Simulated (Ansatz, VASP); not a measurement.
# ZrH2 in VASP and in Ansatz

```xyz
3
Lattice="0.0000 2.3677 2.3677 2.3677 0.0000 2.3677 2.3677 2.3677 0.0000" Properties=species:S:1:pos:R:3 pbc="T T T"
Zr    0.0000    0.0000    0.0000
H     3.5516    3.5516    3.5516
H     1.1839    1.1839    1.1839
```

Alike in both runs: task single point; functional PBEsol; k mesh 16 × 16 × 16; occupations gaussian, width 0.1 eV; no spin polarisation.

```csv
,VASP,Ansatz
version,VASP 6.6.1,Ansatz 0.2.0
potentials or method,"VASP PAW PBE potentials, release 64 (Zr_sv, H), cutoff 520 eV","scalar-relativistic, plane waves, PAW"
valence electrons in the cell,14,14
```

|  | VASP | Ansatz | Ansatz less VASP |
| --- | --- | --- | --- |
| gap on the k mesh at the Fermi level (eV) | none | none | - |
| pressure (GPa) | 2.6 | 2.6 | -0.04 |

VASP's potentials were made for PBE, not for PBEsol. A gap of «none» marks a metal or a gap that the smearing closes.
